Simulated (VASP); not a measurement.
## NaBeF3: single point with PBE

The system is NaBeF3.

```
Na Be F
1.0
     2.94480    0.00000    0.00000
     0.00000    5.11546    0.00000
     0.00000    0.00000    9.66494
Na Be F
2 2 6
Direct
  0.00000 0.23182 0.90205
  0.00000 0.76818 0.40205
  0.50000 0.25176 0.22317
  0.50000 0.74824 0.72317
  0.00000 0.37438 0.28472
  0.00000 0.62562 0.78472
  0.50000 0.96974 0.27184
  0.50000 0.03026 0.77184
  0.50000 0.30259 0.06875
  0.50000 0.69741 0.56875
```

```yaml
Program: VASP 6.6.1
Task: single point
Functional: PBE
Potentials_or_basis: VASP PAW PBE potentials, release 64 (Na_pv, Be, F)
Cutoff: 520 eV
k_mesh: 6 × 4 × 2
Occupations: gaussian, width 0.1 eV
Spin: no spin polarisation
```

- Pressure: 0.1 GPa
- Largest force: 0.091 eV/Å
- Band gap on the k mesh: 6.78 eV

Forces on the atoms (eV/Å):
```
Na   0.000  0.079  0.045
Na   0.000 -0.079  0.045
Be   0.000 -0.021 -0.028
Be   0.000  0.021 -0.028
F    0.000  0.065 -0.063
F    0.000 -0.065 -0.063
F    0.000  0.052  0.001
F    0.000 -0.052  0.001
F    0.000 -0.067  0.046
F    0.000  0.067  0.046
```

Stress tensor (GPa, compression positive):
```
-0.24  0.00  0.00
 0.00  0.75  0.00
 0.00  0.00 -0.09
```

Levels at points of the mesh, in eV from the valence-band top:
```
           k point  band 28  band 29  band 30  band 31  band 32  band 33
(0.00, 0.00, 0.00)    -0.07    -0.03     0.00     6.78     8.44     8.93
(0.50, 0.00, 0.00)    -0.50    -0.29    -0.17    11.14    11.62    11.79
(0.00, 0.50, 0.00)    -0.12    -0.04    -0.01     8.40     8.55     9.36
(0.50, 0.50, 0.00)    -0.37    -0.26    -0.11    11.82    11.85    11.94
(0.00, 0.00, 0.50)    -0.12    -0.01    -0.01     7.32     7.32    10.21
(0.50, 0.00, 0.50)    -0.52    -0.21    -0.21    11.38    11.38    11.80
(0.00, 0.50, 0.50)    -0.13    -0.02    -0.02     8.63     8.63     9.18
(0.50, 0.50, 0.50)    -0.41    -0.17    -0.17    11.88    11.88    11.90
```

Wall time 100 s on 1 thread of Intel(R) Xeon(R) Platinum 8259CL CPU @ 2.50GHz (Skylake/Cascade Lake), on a shared host, peak memory 0.3 GiB.

A k mesh can miss the band edges.
